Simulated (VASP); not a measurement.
Input of a VASP 6.6.1 run:

INCAR

```
SYSTEM = Ag
PREC = Accurate
ENCUT = 520
EDIFF = 1E-7
ISMEAR = 0
SIGMA = 0.15
LREAL = .False.
LASPH = .True.
NELM = 60
ALGO = Fast
ISIF = 2
LWAVE = .False.
LCHARG = .True.
GGA = PE
LELF = .True.
LVHAR = .True.
NBANDS = 30
```

File KPOINTS:

```
regular mesh
0
Gamma
  18 18 6
  0 0 0
```

The input POSCAR:

```
Ag
1.0
    2.9022720494     -0.0323426906      0.0119463713
   -1.4791456163      2.5489330086      0.0138247475
    0.0389024052      0.0744439941      9.5268818221
Ag
4
Direct
    0.3329170099      0.6754238670      0.2581685398
    0.7057338750      0.3493153958      0.7472245591
   -0.0321192353     -0.0254659004     -0.0011433618
   -0.0065316496      0.0007266376      0.4957502628
```

Potentials or basis: VASP PAW PBE potentials, release 64 (Ag).

Run with:

```sh
$ cat potpaw_PBE.64/Ag/POTCAR > POTCAR
$ mpirun -np 1 vasp_std > vasp.out
```

Task: What does it give for the band gap on the k mesh?

Result: Zero (bands 22 and 23 overlap by 6.40 eV).

Task: Estimate the largest force.

Result: 0.603 eV/Å.

Task: What does it give for the pressure?

Result: 2.3 GPa.

Forces in eV/Å, atoms in the order of the input:
```
Ag  -0.048 -0.031 -0.600
Ag  -0.070 -0.043  0.018
Ag   0.072  0.059  0.145
Ag   0.047  0.014  0.437
```

Caveat: the cell differs from its parent crystal (atoms moved at random and the cell strained at random).
